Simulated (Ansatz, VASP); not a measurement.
# CaF2 in VASP and in Ansatz

```
CELL_PARAMETERS angstrom
0.00000 2.75551 2.75551
2.75551 0.00000 2.75551
2.75551 2.75551 0.00000
ATOMIC_POSITIONS crystal
Ca 0.00000 0.00000 0.00000
F 0.25000 0.25000 0.25000
F 0.75000 0.75000 0.75000
```

Alike in both runs: functional PBE; k mesh 8 × 8 × 8; occupations gaussian, width 0.02 eV; no spin polarisation.

Ansatz relaxed the structure, and its values are those at the end. VASP's run is a single point on that final structure, the one shown.

```csv
,VASP,Ansatz
version,VASP 6.6.1,Ansatz 0.2.0
potentials or method,"VASP PAW PBE potentials, release 64 (Ca_sv, F), cutoff 600 eV","scalar-relativistic, plane waves, PAW"
valence electrons in the cell,24,24
```

Ansatz gave:

| Property | Result |
| --- | --- |
| gap on the k mesh at the Fermi level (eV) | 7.14 |
| least direct gap on the mesh (eV) | 7.39 |
| pressure (GPa) | 0.0 |

Question: Estimate VASP's values.

Answer: gap on the k mesh at the Fermi level (eV): 7.12; least direct gap on the mesh (eV): 7.37; pressure (GPa): 0.2.
